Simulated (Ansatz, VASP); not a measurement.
# Two plane-wave programs on SiC3

```
Si C
1.0
    -2.30408    2.30408    1.70073
     2.30408   -2.30408    1.70073
     2.30408    2.30408   -1.70073
Si C
1 3
Direct
  0.00000 0.00000 0.00000
  0.75000 0.25000 0.50000
  0.25000 0.75000 0.50000
  0.50000 0.50000 0.00000
```

Alike in both runs: functional PBE; k mesh 6 × 6 × 6; occupations gaussian, width 0.2 eV; no spin polarisation.

Ansatz relaxed the structure, and its values are those at the end. VASP's run is a single point on that final structure, the one shown.

```csv
,VASP,Ansatz
version,VASP 6.6.1,Ansatz 0.2.0
potentials or method,"VASP PAW PBE potentials, release 64 (Si, C), cutoff 600 eV","scalar-relativistic, plane waves, PAW"
valence electrons in the cell,16,16
```

```tsv
	VASP	Ansatz	Ansatz less VASP
gap on the k mesh at the Fermi level (eV)	none	none	-
pressure (GPa)	-0.3	0.0	+0.26
```

A gap of «none» marks a metal or a gap that the smearing closes.

The k mesh is coarse, so the values compare programs but aren't converged.
